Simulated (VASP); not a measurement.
# NiO (Fm-3m) in VASP: a series of runs

Runs on NiO. Level: PBEsol. Tasks: single point.

Everything below comes from runs of VASP 6.6.1. Logs are shortened: lines on timing, memory, paths and dates and some standing lists are left out, and cuts for length are marked.

**1. The cell of the first run**

The structure is cubic, space group Fm-3m (No. 225). Conventional cell: a = 4.183 Å, b = 4.183 Å, c = 4.183 Å, α = 90.00°, β = 90.00°, γ = 90.00°. Within 2.8 Å of Ni (site symmetry m-3m) lie 6 O at 2.09 Å. O (site symmetry m-3m) has 6 Ni at 2.09 Å within 2.8 Å.

**2. Single point, PBEsol, collinear spin, ferromagnetic start**

INCAR

```
SYSTEM = NiO
ALGO     = Normal         ! electronic algorithm
EDIFF    = 1E-6           ! SCF threshold, eV
ENCUT    = 600            ! plane-wave cutoff, eV
GGA      = PS             ! functional
GGA_COMPAT= .False.      
ISIF     = 2              ! what is computed and relaxed
ISMEAR   = 0              ! smearing method
ISPIN    = 2              ! spin polarisation
LASPH    = .True.         ! aspherical terms in the spheres
LCHARG   = .False.        ! write CHGCAR
LMAXMIX  = 4              ! l up to which the mixer works
LORBIT   = 11             ! projections on sites
LREAL    = .False.        ! projectors in reciprocal space
LWAVE    = .False.        ! write WAVECAR
MAGMOM   = 1.2 1.2 0.23 0.23 ! initial moments
NBANDS   = 28             ! bands
NELM     = 200            ! most SCF steps
PREC     = Accurate       ! precision mode
SIGMA    = 0.05           ! smearing width, eV
```

KPOINTS

```
k-points
0
Gamma
  9 9 9
  0 0 0
```

POSCAR

```
NiO
1.0
    0.0000000000      2.0913095100      2.0913095100
    2.0913095100      0.0000000000      2.0913095100
    4.1826190200      4.1826190200      0.0000000000
Ni O
2 2
Direct
    0.0000000000      0.0000000000      0.0000000000
    0.0000000000      0.0000000000      0.5000000000
    0.5000000000      0.5000000000      0.2500000000
    0.5000000000      0.5000000000      0.7500000000
```

Potentials or basis: VASP PAW PBE potentials, release 64 (Ni, O).

Run with:

```sh
$ cat potpaw_PBE.64/Ni/POTCAR potpaw_PBE.64/O/POTCAR > POTCAR
$ mpirun -np 1 vasp_std > vasp.out
```

OUTCAR:

```text
SYSTEM = NiO
   EDIFF = 1E-6
   ENCUT = 600
   GGA = PS
   ISIF = 2
   ISMEAR = 0
   ISPIN = 2
   LASPH = .True.
   LORBIT = 11
   LREAL = .False.
   NELM = 200
   PREC = Accurate

 ion  position               nearest neighbor table
   1  0.000  0.000  0.000-   4 2.09   3 2.09   4 2.09   3 2.09   4 2.09   3 2.09   2 2.96   2 2.96
                             2 2.96   2 2.96   2 2.96   2 2.96
   2  0.000  0.000  0.500-   3 2.09   3 2.09   4 2.09   3 2.09   4 2.09   4 2.09   1 2.96   1 2.96
                             1 2.96   1 2.96   1 2.96   1 2.96
   3  0.500  0.500  0.250-   1 2.09   1 2.09   2 2.09   1 2.09   2 2.09   2 2.09
   4  0.500  0.500  0.750-   2 2.09   1 2.09   2 2.09   1 2.09   2 2.09   1 2.09

  LATTYP: Found a trigonal (rhomboedric) cell.
 ALAT       =     5.1226411937
 COS(alpha) =     0.8333333333

  Lattice vectors:

 A1 = (   4.1826190200,   2.0913095100,  -2.0913095100)
 A2 = (   2.0913095100,   2.0913095100,  -4.1826190200)
 A3 = (   2.0913095100,   4.1826190200,  -2.0913095100)

Analysis of symmetry for initial positions (statically):
=====================================================================
 Subroutine PRICEL returns following result:

  LATTYP: Found a face centered cubic cell.
 ALAT       =     4.1826190200
[... 12 lines left out ...]
 Subroutine GETGRP returns: Found 12 space group operations
 (whereof 12 operations were pure point group operations)
 out of a pool of 12 trial point group operations.

The static configuration has the point symmetry D_3d.

Analysis of symmetry for dynamics (positions and initial velocities):
=====================================================================
 Subroutine PRICEL returns following result:

  LATTYP: Found a face centered cubic cell.
 ALAT       =     4.1826190200
[... 12 lines left out ...]
 Subroutine GETGRP returns: Found 12 space group operations
 (whereof 12 operations were pure point group operations)
 out of a pool of 12 trial point group operations.

The dynamic configuration has the point symmetry D_3d.

Analysis of structural, dynamic, and magnetic symmetry:
=====================================================================
 Subroutine PRICEL returns following result:

  LATTYP: Found a face centered cubic cell.
 ALAT       =     4.1826190200
[... 12 lines left out ...]
 Subroutine GETGRP returns: Found 12 space group operations
 (whereof 12 operations were pure point group operations)
 out of a pool of 12 trial point group operations.

The overall configuration has the point symmetry D_3d.

 Subroutine INISYM returns: Found 12 space group operations
 (whereof 12 operations are pure point group operations),
 and found     2 'primitive' translations

----------------------------------------------------------------------------------------

                                     Primitive cell

  volume of cell :      18.2930

  direct lattice vectors                    reciprocal lattice vectors
     0.000000000  2.091309510  2.091309510    -0.239084649  0.239084649  0.239084649
     2.091309510  0.000000000  2.091309510     0.239084649 -0.239084649  0.239084649
     2.091309510  2.091309510  0.000000000     0.239084649  0.239084649 -0.239084649

  length of vectors
     2.957558272  2.957558272  2.957558272     0.414106759  0.414106759  0.414106759

  position of ions in fractional coordinates (direct lattice)
     0.000000000  0.000000000  0.000000000
     0.500000000  0.500000000  0.500000000

  ion indices of the primitive-cell ions
   primitive index   ion index
                 1           1
                 2           3

----------------------------------------------------------------------------------------

 KPOINTS: k-points

Automatic generation of k-mesh.
 Grid dimensions read from file:
 generate k-points for:    9    9    9

 Generating k-lattice:

  Cartesian coordinates                     Fractional coordinates (reciprocal lattice)
    -0.026564961  0.026564961  0.026564961     0.111111111  0.000000000  0.000000000
     0.026564961 -0.026564961  0.026564961     0.000000000  0.111111111  0.000000000
     0.013282480  0.013282480 -0.013282480     0.000000000  0.000000000  0.111111111

  Length of vectors
     0.046011862  0.046011862  0.023005931

  Shift w.r.t. Gamma in fractional coordinates (k-lattice)
     0.000000000  0.000000000  0.000000000

 Subroutine IBZKPT returns following result:
 ===========================================

 Found     85 irreducible k-points:

 Following reciprocal coordinates:
            Coordinates               Weight
  0.000000  0.000000  0.000000      1.000000
  0.111111  0.000000  0.000000      6.000000
  0.222222  0.000000  0.000000      6.000000
  0.333333  0.000000  0.000000      6.000000
  0.444444  0.000000  0.000000      6.000000
  0.111111  0.111111  0.000000      6.000000
[... 16 lines left out ...]
 -0.333333  0.333333  0.000000      6.000000
  0.444444  0.444444  0.000000      6.000000
 [... further k-points ...]
   k-points           NKPTS =     85   k-points in BZ     NKDIM =     85   number of bands    NBANDS=     28
   number of dos      NEDOS =    301   number of ions     NIONS =      4
   total plane-waves  NPLWV =  27648
   dimension x,y,z NGX =    24 NGY =   24 NGZ =   48
   dimension x,y,z NGXF=    48 NGYF=   48 NGZF=   96
   ions per type =               2   2
   NGX,Y,Z   is equivalent  to a cutoff of  13.49, 13.49, 13.49 a.u.
   NGXF,Y,Z  is equivalent  to a cutoff of  26.98, 26.98, 26.98 a.u.
 SYSTEM =  NiO
   PREC   = accura    normal or accurate (medium, high low for compatibility)
   ISTART =      0    job   : 0-new  1-cont  2-samecut
   ICHARG =      2    charge: 1-file 2-atom 10-const
   ISPIN  =      2    spin polarized calculation?
   LNONCOLLINEAR =      F non collinear calculations
   LSORBIT =      F    spin-orbit coupling
   LASPH  =      T    aspherical Exc in radial PAW
   ENCUT  =  600.0 eV  44.10 Ry    6.64 a.u.   5.91  5.91 11.81*2*pi/ulx,y,z
   NELM   =    200;   NELMIN=  2; NELMDL= -5     # of ELM steps
   EDIFF  = 0.1E-05   stopping-criterion for ELM
   LREAL  =      F    real-space projection
   EDIFFG = 0.1E-04   stopping-criterion for IOM
   NSW    =      0    number of steps for IOM
   IBRION =     -1    ionic relax: 0-MD 1-quasi-New 2-CG
   NFREE  =      0    steps in history (QN), initial steepest desc. (CG)
   ISIF   =      2    stress and relaxation
   ISYM   =      2    0-nonsym 1-usesym 2-fastsym
   POTIM  = 0.5000    time-step for ionic-motion
   TEBEG  =    0.0;   TEEND  =   0.0 temperature during run
   PSTRESS=    0.0 pullay stress
   NELECT =      32.0000    total number of electrons
   NUPDOWN=      -1.0000    fix difference up-down
   EMIN   =  10.00;   EMAX   =-10.00  energy-range for DOS
   EFERMI =   0.00;   METHOD = LEGACY
   ISMEAR =     0;   SIGMA  =   0.05  broadening in eV -4-tet -1-fermi 0-gaus
   EFERMI_NEDOS =   21; number of points for ismear=-14 and -15
   IALGO  =     38    algorithm
   IMIX   =      4    mixing-type and parameters
     AMIX     =   0.40;   BMIX     =  1.00
     AMIX_MAG =   1.60;   BMIX_MAG =  1.00
  volume/ion in A,a.u.               =       9.15        61.72
  Fermi-wavevector in a.u.,A,eV,Ry     =   1.565621  2.958594 33.350161  2.451168
  Thomas-Fermi vector in A             =   2.668070
   LORBIT       =     11    0 simple, 1 ext, 2 COOP (PROOUT), +10 PAW based schemes
   GGA     = PS    functional components
   LHFCALC =     F    Hartree Fock is set to
   AEXX    =    0.0000 exact exchange contribution
   IVDW    =     0    specifies the selected vdW correction
   LEPSILON=     F    determine dielectric tensor
   LRPA    =     F    only Hartree local field effects (RPA)
 spin polarized calculation
 Gauss-broadening in eV      SIGMA  =   0.05
  energy-cutoff  :      600.00
  volume of cell :       36.59
 maximum number of plane-waves:      1236
   NGX = 11   NGY = 11   NGZ = 23

 number of electron      32.0000011 magnetization       2.7968109

 Free energy of the ion-electron system (eV)
  ---------------------------------------------------
  ext. energy  EPLUGINS =         0.00000000
  ---------------------------------------------------
  free energy    TOTEN  =       -24.74571902 eV

  energy without entropy =      -24.74054509  energy(sigma->0) =      -24.74313206

 E-fermi :   7.6601     XC(G=0): -12.9159

 val. band max:        7.6578726471   @ k =   0.4444   0.4444   0.1111
 cond. band min:       7.6629304012   @ k =  -0.1111   0.0000   0.2222
 fundamental gap:      0.0050577541
 Fermi energy:         7.6601119779

 spin component 1

 k-point     1 :       0.0000    0.0000    0.0000
  band No.  band energies     occupation
      1     -12.6789      1.00000
      2     -11.2920      1.00000
      3      -0.5992      1.00000
      4       1.8760      1.00000
      5       1.8760      1.00000
      6       4.5899      1.00000
[... 733 lines left out ...]
     27      24.0507      0.00000
     28      29.1960      0.00000

 [... further k-points ...]

 spin component 2

 k-point     1 :       0.0000    0.0000    0.0000
  band No.  band energies     occupation
      1     -12.3426      1.00000
      2     -10.9202      1.00000
      3      -0.2999      1.00000
      4       2.6858      1.00000
      5       2.6859      1.00000
      6       4.9819      1.00000
[... 733 lines left out ...]
     27      24.3528      0.00000
     28      29.4554      0.00000

 [... further k-points ...]

------------------------ aborting loop because EDIFF is reached ----------------------------------------

  FORCE on cell =-STRESS in cart. coord.  units (eV):
  Direction    XX          YY          ZZ          XY          YZ          ZX
  --------------------------------------------------------------------------------------
  -------------------------------------------------------------------------------------
  Total       -2.0783531     -2.0783531     -2.0783531     -0.0107195      0.0107195      0.0107195
  in kB      -91.0154221    -91.0154221    -91.0154221     -0.4694303      0.4694303      0.4694303
  external PRESSURE =     -91.0154221 kB  Pullay stress =       0.0000000 kB

 VOLUME and BASIS-vectors are now :
 -----------------------------------------------------------------------------
  energy-cutoff  :      600.00
  volume of cell :       36.59
      direct lattice vectors                 reciprocal lattice vectors
     0.000000000  2.091309510  2.091309510    -0.239084649  0.239084649  0.239084649
     2.091309510  0.000000000  2.091309510     0.239084649 -0.239084649  0.239084649
     4.182619020  4.182619020  0.000000000     0.119542324  0.119542324 -0.119542324

 POSITION                                       TOTAL-FORCE (eV/Angst)
 -----------------------------------------------------------------------------------
      0.00000      0.00000      0.00000         0.000000      0.000000     -0.000000
      2.09131      2.09131      0.00000        -0.000000     -0.000000     -0.000000
      2.09131      2.09131      2.09131        -0.000000      0.000000      0.000000
      4.18262      4.18262      2.09131         0.000000     -0.000000      0.000000
 -----------------------------------------------------------------------------------
    total drift:                                0.000000     -0.000000     -0.000000

  FREE ENERGIE OF THE ION-ELECTRON SYSTEM (eV)
  ---------------------------------------------------
  free  energy   TOTEN  =       -24.7457190227 eV

  energy  without entropy=      -24.7405450883  energy(sigma->0) =      -24.74313206

 total charge

# of ion       s       p       d       tot
------------------------------------------
    1        0.332   0.401   8.283   9.017
    2        0.332   0.401   8.283   9.017
    3        1.552   3.377   0.000   4.928
    4        1.552   3.377   0.000   4.928
--------------------------------------------------
tot          3.768   7.556  16.567  27.890

 magnetization (x)

# of ion       s       p       d       tot
------------------------------------------
    1        0.010   0.013   1.139   1.163
    2        0.010   0.013   1.139   1.163
    3        0.025   0.176   0.000   0.201
    4        0.025   0.176   0.000   0.201
--------------------------------------------------
tot          0.070   0.379   2.278   2.728
```

Wall time 4.4 min (1 thread of Oxide Virtual Turin-like, shared host); peak memory 0.26 GiB.

Results:

```yaml
Free_energy: -24.7457 eV
Pressure: -9.1 GPa
Net_moment: 2.80 μB per cell
Site_moments: Ni +1.16; O +0.20 μB
Valence_electrons_inside_the_program's_atomic_spheres: Ni 9.02; O 4.93
```

Caveat: the cell stands under tension; the PAW data sets were made with another functional, which shifts forces and pressure a little; semilocal functionals often make such compounds metallic where correlation or magnetic order opens a gap, which also shifts bond lengths. With open d or f shells a metallic result of PBEsol can be an artefact of self-interaction; +U or a hybrid may open a gap.

**3. Single point, PBEsol, collinear spin, ferromagnetic start**

INCAR

```
PREC = Accurate ; ENCUT = 600
EDIFF = 1E-6 ; ISMEAR = 0
SIGMA = 0.05 ; LREAL = False
LASPH = True ; NELM = 200
ALGO = Normal ; ISIF = 2
LWAVE = False ; LCHARG = False
ISPIN = 2 ; MAGMOM = 2 2 0 0
LORBIT = 11 ; NUPDOWN = 4.0
LMAXMIX = 4 ; GGA = PS
NBANDS = 28 ; GGA_COMPAT = False
```

KPOINTS

```
Automatic mesh
0
Gamma
  9 9 9
```

POSCAR is that of step 2.

Potentials or basis: VASP PAW PBE potentials, release 64 (Ni, O).

Run with:

```sh
$ cat potpaw_PBE.64/Ni/POTCAR potpaw_PBE.64/O/POTCAR > POTCAR
$ mpirun -np 1 vasp_std > vasp.out
```

It took 4.5 min on 1 thread of Oxide Virtual Turin-like, shared host; peak memory 0.26 GiB.

Results (log left out):

| Item | Value |
| --- | --- |
| Free energy | -24.6297 eV |
| Pressure | -3.4 GPa |
| Net moment | 4.00 μB per cell |
| Site moments | Ni +1.59; O +0.36 μB |
| Valence electrons inside the program's atomic spheres | Ni 8.98; O 4.96 |

Caveat: the cell stands under tension; the PAW data sets were made with another functional, which shifts forces and pressure a little; the total moment is fixed, so each spin has its own Fermi level and the state may be an excited one.
